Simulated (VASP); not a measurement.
# C (Fmmm) in VASP: further runs

C is run at these levels: PBEsol; tasks: single point.

Program: VASP 6.6.1. These are calculated values, not measurements. Logs are shortened: lines on timing, memory, paths and dates and some standing lists are left out, and cuts for length are marked.

### Step 1. The cell of the first run

It takes space group Fmmm (No. 69, orthorhombic). Conventional cell: a = 2.530 Å, b = 4.382 Å, c = 6.696 Å, α = 90.00°, β = 90.00°, γ = 90.00°. C (site symmetry m2m) has 3 C at 1.46 Å within 1.9 Å.

### Step 2. Single point, PBEsol (equal xx and yy strain of +3 %)

INCAR reads:

```
  PREC = Accurate
  ENCUT = 520
  EDIFF = 1E-7
  ISMEAR = -1
  SIGMA = 0.05
  LREAL = F
  LASPH = T
  NELM = 80
  ALGO = Normal
  ISIF = 2
  LWAVE = F
  LCHARG = F
  GGA = PS
  NBANDS = 11
```

KPOINTS reads:

```
Automatic mesh
0
Gamma
  18 18 18
```

POSCAR reads:

```
C
1.0
    0.0000000000      2.1908100000      3.3480000000
    1.2648400000      0.0000000000      3.3480000000
    1.2648400000      2.1908100000      0.0000000000
C
2
Direct
    0.1666700000      0.8333300000      0.1666700000
    0.8333300000      0.1666700000      0.8333300000
```

Potentials or basis: VASP PAW PBE potentials, release 64 (C).

The run is started by

```bash
$ cat potpaw_PBE.64/C/POTCAR > POTCAR
$ mpirun -np 1 vasp_std > vasp.out
```

OUTCAR:

```text
PREC = Accurate
   ENCUT = 520
   EDIFF = 1E-7
   ISMEAR = -1
   LREAL = F
   LASPH = T
   NELM = 80
   ISIF = 2
   GGA = PS

 ion  position               nearest neighbor table
   1  0.167  0.833  0.167-   2 1.46   2 1.46   2 1.46
   2  0.833  0.167  0.833-   1 1.46   1 1.46   1 1.46

  LATTYP: Found a face centered orthorhombic cell.
 ALAT       =     2.5296800000
 B/A-ratio  =     1.7320846906
 C/A-ratio  =     2.6469751115

  Lattice vectors:

 A1 = (   0.0000000000,   2.1908100000,   3.3480000000)
 A2 = (   1.2648400000,   0.0000000000,   3.3480000000)
 A3 = (   1.2648400000,   2.1908100000,   0.0000000000)

Analysis of symmetry for initial positions (statically):
=====================================================================
 Subroutine PRICEL returns:
 Original cell was already a primitive cell.

 Routine SETGRP: Setting up the symmetry group for a
 face centered orthorhombic supercell.

 Subroutine GETGRP returns: Found  8 space group operations
 (whereof  8 operations were pure point group operations)
 out of a pool of  8 trial point group operations.

The static configuration has the point symmetry D_2h.

Analysis of symmetry for dynamics (positions and initial velocities):
=====================================================================
 Subroutine PRICEL returns:
 Original cell was already a primitive cell.

 Routine SETGRP: Setting up the symmetry group for a
 face centered orthorhombic supercell.

 Subroutine GETGRP returns: Found  8 space group operations
 (whereof  8 operations were pure point group operations)
 out of a pool of  8 trial point group operations.

The dynamic configuration has the point symmetry D_2h.

 Subroutine INISYM returns: Found  8 space group operations
 (whereof  8 operations are pure point group operations),
 and found     1 'primitive' translations

----------------------------------------------------------------------------------------

                                     Primitive cell

  volume of cell :      18.5548

  direct lattice vectors                    reciprocal lattice vectors
     0.000000000  2.190810000  3.348000000    -0.395306916  0.228226090  0.149342891
     1.264840000  0.000000000  3.348000000     0.395306916 -0.228226090  0.149342891
     1.264840000  2.190810000  0.000000000     0.395306916  0.228226090 -0.149342891

  length of vectors
     4.001093907  3.578955745  2.529717115     0.480268680  0.480268680  0.480268680

  position of ions in fractional coordinates (direct lattice)
     0.166670000  0.833330000  0.166670000
     0.833330000  0.166670000  0.833330000

  ion indices of the primitive-cell ions
   primitive index   ion index
                 1           1
                 2           2

----------------------------------------------------------------------------------------

 KPOINTS: Automatic mesh

Automatic generation of k-mesh.
 Grid dimensions read from file:
 generate k-points for:   18   18   18

 Generating k-lattice:

  Cartesian coordinates                     Fractional coordinates (reciprocal lattice)
    -0.021961495  0.012679227  0.008296827     0.055555556  0.000000000  0.000000000
     0.021961495 -0.012679227  0.008296827     0.000000000  0.055555556  0.000000000
     0.021961495  0.012679227 -0.008296827    -0.000000000 -0.000000000  0.055555556

  Length of vectors
     0.026681593  0.026681593  0.026681593

  Shift w.r.t. Gamma in fractional coordinates (k-lattice)
     0.000000000  0.000000000  0.000000000

 Subroutine IBZKPT returns following result:
 ===========================================

 Found    865 irreducible k-points:

 Following reciprocal coordinates:
            Coordinates               Weight
  0.000000  0.000000  0.000000      1.000000
  0.055556  0.000000  0.000000      8.000000
  0.111111  0.000000  0.000000      8.000000
  0.166667  0.000000 -0.000000      8.000000
  0.222222  0.000000  0.000000      8.000000
  0.277778 -0.000000 -0.000000      8.000000
[... 16 lines left out ...]
 -0.277778  0.055556  0.000000      8.000000
 -0.222222  0.055556  0.000000      8.000000
 [... further k-points ...]
   k-points           NKPTS =    865   k-points in BZ     NKDIM =    865   number of bands    NBANDS=     11
   number of dos      NEDOS =    301   number of ions     NIONS =      2
   total plane-waves  NPLWV =  16800
   dimension x,y,z NGX =    30 NGY =   28 NGZ =   20
   dimension x,y,z NGXF=    60 NGYF=   56 NGZF=   40
   ions per type =               2
   NGX,Y,Z   is equivalent  to a cutoff of  12.47, 13.01, 13.14 a.u.
   NGXF,Y,Z  is equivalent  to a cutoff of  24.93, 26.01, 26.29 a.u.
 SYSTEM =  unknown system
   PREC   = accura    normal or accurate (medium, high low for compatibility)
   ISTART =      0    job   : 0-new  1-cont  2-samecut
   ICHARG =      2    charge: 1-file 2-atom 10-const
   ISPIN  =      1    spin polarized calculation?
   LNONCOLLINEAR =      F non collinear calculations
   LSORBIT =      F    spin-orbit coupling
   LASPH  =      T    aspherical Exc in radial PAW
   ENCUT  =  520.0 eV  38.22 Ry    6.18 a.u.   7.44  6.65  4.70*2*pi/ulx,y,z
   NELM   =     80;   NELMIN=  2; NELMDL= -5     # of ELM steps
   EDIFF  = 0.1E-06   stopping-criterion for ELM
   LREAL  =      F    real-space projection
   EDIFFG = 0.1E-05   stopping-criterion for IOM
   NSW    =      0    number of steps for IOM
   IBRION =     -1    ionic relax: 0-MD 1-quasi-New 2-CG
   NFREE  =      0    steps in history (QN), initial steepest desc. (CG)
   ISIF   =      2    stress and relaxation
   ISYM   =      2    0-nonsym 1-usesym 2-fastsym
   POTIM  = 0.5000    time-step for ionic-motion
   TEBEG  =    0.0;   TEEND  =   0.0 temperature during run
   PSTRESS=    0.0 pullay stress
   NELECT =       8.0000    total number of electrons
   NUPDOWN=      -1.0000    fix difference up-down
   EMIN   =  10.00;   EMAX   =-10.00  energy-range for DOS
   EFERMI =   0.00;   METHOD = LEGACY
   ISMEAR =    -1;   SIGMA  =   0.05  broadening in eV -4-tet -1-fermi 0-gaus
   EFERMI_NEDOS =   21; number of points for ismear=-14 and -15
   IALGO  =     38    algorithm
   IMIX   =      4    mixing-type and parameters
     AMIX     =   0.40;   BMIX     =  1.00
     AMIX_MAG =   1.60;   BMIX_MAG =  1.00
  volume/ion in A,a.u.               =       9.28        62.61
  Fermi-wavevector in a.u.,A,eV,Ry     =   1.236762  2.337142 20.811213  1.529581
  Thomas-Fermi vector in A             =   2.371357
   LORBIT       =      0    0 simple, 1 ext, 2 COOP (PROOUT), +10 PAW based schemes
   GGA     = PS    functional components
   LHFCALC =     F    Hartree Fock is set to
   AEXX    =    0.0000 exact exchange contribution
   IVDW    =     0    specifies the selected vdW correction
   LEPSILON=     F    determine dielectric tensor
   LRPA    =     F    only Hartree local field effects (RPA)
 non-spin polarized calculation
  energy-cutoff  :      520.00
  volume of cell :       18.55
 maximum number of plane-waves:       520
 NGX is ok and might be reduce to    30
   NGX = 15   NGY = 13   NGZ =  9

 number of electron       8.0000000 magnetization

 Free energy of the ion-electron system (eV)
  ---------------------------------------------------
  ext. energy  EPLUGINS =         0.00000000
  ---------------------------------------------------
  free energy    TOTEN  =       -19.18045773 eV

  energy without entropy =      -19.18022788  energy(sigma->0) =      -19.18034281

 E-fermi :   4.1660     XC(G=0): -10.4028

 val. band max:        4.1208078720   @ k =  -0.2778   0.0556   0.3333
 cond. band min:       4.2043538532   @ k =  -0.2222   0.1111   0.3333
 fundamental gap:      0.0835459812
 Fermi energy:         4.1659865790

 k-point     1 :       0.0000    0.0000    0.0000
  band No.  band energies     occupation
      1     -14.8489      2.00000
      2      -1.8406      2.00000
      3       1.1620      2.00000
      4       1.1919      2.00000
      5       8.5280      0.00000
      6      11.9682      0.00000
      7      12.0514      0.00000
      8      14.6623      0.00000
      9      15.1873      0.00000
     10      25.5329      0.00000
     11      29.1284      0.00000

 k-point     2 :       0.0556    0.0000    0.0000
  band No.  band energies     occupation
      1     -14.7761      2.00000
      2      -1.7825      2.00000
      3       0.8962      2.00000
      4       1.0253      2.00000
      5       8.6521      0.00000
      6      12.0501      0.00000
      7      12.2892      0.00000
      8      14.4163      0.00000
      9      15.3365      0.00000
     10      25.7632      0.00000
     11      28.1587      0.00000

 k-point     3 :       0.1111    0.0000    0.0000
  band No.  band energies     occupation
      1     -14.5583      2.00000
      2      -1.6073      2.00000
      3       0.1106      2.00000
      4       0.6373      2.00000
      5       9.0215      0.00000
      6      12.0506      0.00000
      7      13.1105      0.00000
      8      13.7189      0.00000
      9      15.8214      0.00000
     10      26.1565      0.00000
     11      26.5499      0.00000

 k-point     4 :       0.1667    0.0000   -0.0000
  band No.  band energies     occupation
      1     -14.1970      2.00000
      2      -1.3130      2.00000
      3      -1.0166      2.00000
      4       0.1152      2.00000
      5       9.6252      0.00000
      6      11.9231      0.00000
      7      12.6654      0.00000
      8      14.3530      0.00000
      9      16.6437      0.00000
     10      24.5031      0.00000
     11      27.2703      0.00000
[... 239 lines left out ...]
 k-point    22 :      -0.3333    0.0556    0.0000
  band No.  band energies     occupation
      1     -11.4413      2.00000
      2      -6.4886      2.00000
      3      -1.7231      2.00000
      4       1.2285      2.00000
      5       7.0898      0.00000
      6      10.9528      0.00000
      7      13.4344      0.00000
      8      19.3084      0.00000
      9      20.9546      0.00000
     10      21.5893      0.00000
     11      25.3194      0.00000

 k-point    23 :      -0.2778    0.0556    0.0000
  band No.  band energies     occupation
      1     -12.3243      2.00000
      2      -5.1268      2.00000
      3      -1.3961      2.00000
      4       0.5383      2.00000
      5       8.4182      0.00000
      6      11.1277      0.00000
      7      12.1603      0.00000
      8      19.3239      0.00000
      9      19.7533      0.00000
     10      20.9472      0.00000
     11      25.8240      0.00000

 k-point    24 :      -0.2222    0.0556    0.0000
  band No.  band energies     occupation
      1     -13.0879      2.00000
      2      -3.7218      2.00000
      3      -0.9597      2.00000
      4      -0.1181      2.00000
      5       9.8594      0.00000
      6      10.9281      0.00000
      7      11.4814      0.00000
      8      17.5821      0.00000
      9      18.8958      0.00000
     10      21.6316      0.00000
     11      26.4998      0.00000

 [... further k-points ...]
[... 5 lines left out ...]
  --------------------------------------------------------------------------------------
  -------------------------------------------------------------------------------------
  Total       -3.5610988     -3.6253223      0.2084049      0.0000000      0.0000000      0.0000000
  in kB     -307.4955673   -313.0411707     17.9954548      0.0000000      0.0000000      0.0000000
  external PRESSURE =    -200.8470944 kB  Pullay stress =       0.0000000 kB

 VOLUME and BASIS-vectors are now :
 -----------------------------------------------------------------------------
  energy-cutoff  :      520.00
  volume of cell :       18.55
      direct lattice vectors                 reciprocal lattice vectors
     0.000000000  2.190810000  3.348000000    -0.395306916  0.228226090  0.149342891
     1.264840000  0.000000000  3.348000000     0.395306916 -0.228226090  0.149342891
     1.264840000  2.190810000  0.000000000     0.395306916  0.228226090 -0.149342891

 POSITION                                       TOTAL-FORCE (eV/Angst)
 -----------------------------------------------------------------------------------
      1.26484      0.73028      3.34800         0.000000      0.004348      0.000000
      1.26484      3.65134      3.34800         0.000000     -0.004348      0.000000
 -----------------------------------------------------------------------------------
    total drift:                               -0.000000     -0.000000     -0.000000

  FREE ENERGIE OF THE ION-ELECTRON SYSTEM (eV)
  ---------------------------------------------------
  free  energy   TOTEN  =       -19.1804577329 eV

  energy  without entropy=      -19.1802278849  energy(sigma->0) =      -19.18034281
```

Wall time 2.2 min (1 thread of Intel Xeon Platinum 8375C at 2.90GHz (Ice Lake), shared host); peak memory 0.25 GiB.

What came out:

* Free energy: -19.1805 eV
* Pressure: -20.1 GPa
* Largest force: 0.004 eV/Å
* Band gap on the k mesh: 0.08 eV, indirect (least direct gap 0.16 eV)

Forces in eV/Å, atoms in the order of the input:
```
C    0.000  0.004  0.000
C    0.000 -0.004  0.000
```

Stress tensor (GPa, compression positive):
```
-30.75   0.00   0.00
  0.00 -31.30   0.00
  0.00   0.00   1.80
```

Levels at points of the mesh, in eV from the valence-band top:
```
           k point  band 1  band 2  band 3  band 4  band 5  band 6  band 7  band 8  band 9
(0.00, 0.00, 0.00)  -18.97   -5.96   -2.96   -2.93    4.41    7.85    7.93   10.54   11.07
(0.50, 0.00, 0.00)  -13.87  -12.69   -6.11   -2.17    1.62    6.67   12.14   13.41   18.41
(0.50, 0.50, 0.00)  -18.64   -8.06   -2.97   -2.94    7.81    7.89   10.68   10.70   10.93
(0.50, 0.00, 0.50)  -13.99  -12.78   -6.08   -1.35    2.48    6.89   10.95   11.14   17.51
(0.00, 0.50, 0.50)  -13.74  -12.59   -6.15   -2.90    0.90    6.47   13.28   17.21   18.52
```

Caveat: the cell differs from its parent crystal (equal xx and yy strain of +3 %); the PAW data sets were made with another functional, which shifts forces and pressure a little. A k mesh can miss the band edges.

### Step 3. Single point, PBEsol (equal xx and yy strain of -3 %)

INCAR reads:

```
PREC = Accurate ; ENCUT = 520
EDIFF = 1E-6 ; ISMEAR = -1
SIGMA = 0.05 ; LREAL = F
LASPH = T ; NELM = 60
ALGO = Normal ; ISIF = 2
LWAVE = F ; LCHARG = T
GGA = PS ; LELF = T
LVHAR = T ; NBANDS = 11
```

KPOINTS reads:

```
regular mesh
0
Gamma
  18 18 18
```

POSCAR reads:

```
C
1.0
    0.0000000000      2.0631900000      3.3480000000
    1.1911600000      0.0000000000      3.3480000000
    1.1911600000      2.0631900000      0.0000000000
C
2
Direct
    0.1666700000      0.8333300000      0.1666700000
    0.8333300000      0.1666700000      0.8333300000
```

Potentials or basis: VASP PAW PBE potentials, release 64 (C).

The run is started by

```bash
$ cat potpaw_PBE.64/C/POTCAR > POTCAR
$ mpirun -np 1 vasp_std > vasp.out
```

It took 2.6 min on 1 thread of Intel Xeon 6975P-C, shared host; peak memory 0.24 GiB.

The run converged. Its results:

- Free energy: -19.1293 eV
- Pressure: 31.7 GPa
- Band gap on the k mesh: 0.08 eV, indirect (least direct gap 0.15 eV)

Forces in eV/Å, atoms in the order of the input:
```
C    0.000  0.003  0.000
C    0.000 -0.003  0.000
```

Stress tensor (GPa, compression positive):
```
46.99  0.00  0.00
 0.00 46.49  0.00
 0.00  0.00  1.55
```

Levels at points of the mesh, in eV from the valence-band top:
```tsv
k point	band 2	band 3	band 4	band 5	band 6	band 7
(0.00, 0.00, 0.00)	-7.27	-2.88	-2.86	3.69	9.04	9.11
(0.50, 0.00, 0.00)	-13.85	-6.61	-2.53	1.68	8.45	12.79
(0.50, 0.50, 0.00)	-9.24	-2.89	-2.87	9.01	9.07	10.07
(0.50, 0.00, 0.50)	-13.93	-6.59	-1.78	2.60	8.66	11.26
(0.00, 0.50, 0.50)	-13.77	-6.63	-3.20	0.94	8.26	14.23
```

Caveat: the cell differs from its parent crystal (equal xx and yy strain of -3 %); the PAW data sets were made with another functional, which shifts forces and pressure a little.

### Step 4. Single point, PBEsol (equal xx and yy strain of -1 %)

INCAR reads:

```
SYSTEM = C
PREC = Accurate
ENCUT = 520
EDIFF = 1E-7
ISMEAR = -1
SIGMA = 0.05
LREAL = .False.
LASPH = .True.
NELM = 60
ALGO = Normal
ISIF = 2
LWAVE = .False.
LCHARG = .False.
GGA = PS
NBANDS = 11
```

KPOINTS reads:

```
Automatic mesh
0
Gamma
  18 18 18
  0 0 0
```

POSCAR reads:

```
C
1.0
    0.0000000000      2.1057300000      3.3480000000
    1.2157200000      0.0000000000      3.3480000000
    1.2157200000      2.1057300000      0.0000000000
C
2
Direct
    0.1666700000      0.8333300000      0.1666700000
    0.8333300000      0.1666700000      0.8333300000
```

The run is started by

```bash
$ cat potpaw_PBE.64/C/POTCAR > POTCAR
$ mpirun -np 1 vasp_std > vasp.out
```

It took 3.4 min on 1 thread of Intel Xeon 6975P-C, shared host; peak memory 0.24 GiB.

It converged, with:

```
Free energy            : -19.2613 eV
Pressure               : 11.1 GPa
Largest force          : 0.004 eV/Å
Band gap on the k mesh : 0.08 eV, indirect (least direct gap 0.15 eV)
```

Forces on the atoms (eV/Å):
```
C    0.000  0.004  0.000
C    0.000 -0.004  0.000
```

Stress tensor (GPa, compression positive):
```
16.04  0.00  0.00
 0.00 15.53  0.00
 0.00  0.00  1.67
```

Levels at points of the mesh, in eV from the valence-band top:
| k point | band 2 | band 3 | band 4 | band 5 | band 6 | band 7 |
| --- | --- | --- | --- | --- | --- | --- |
| (0.00, 0.00, 0.00) | -6.81 | -2.92 | -2.89 | 3.94 | 8.62 | 8.69 |
| (0.50, 0.00, 0.00) | -13.44 | -6.44 | -2.41 | 1.66 | 7.82 | 12.57 |
| (0.50, 0.50, 0.00) | -8.82 | -2.93 | -2.91 | 8.59 | 8.65 | 10.30 |
| (0.50, 0.00, 0.50) | -13.53 | -6.42 | -1.62 | 2.57 | 8.04 | 11.15 |
| (0.00, 0.50, 0.50) | -13.35 | -6.47 | -3.09 | 0.93 | 7.63 | 13.89 |

Caveat: the cell differs from its parent crystal (equal xx and yy strain of -1 %); the PAW data sets were made with another functional, which shifts forces and pressure a little. A k mesh can miss the band edges.

[end of part 1 of 2]
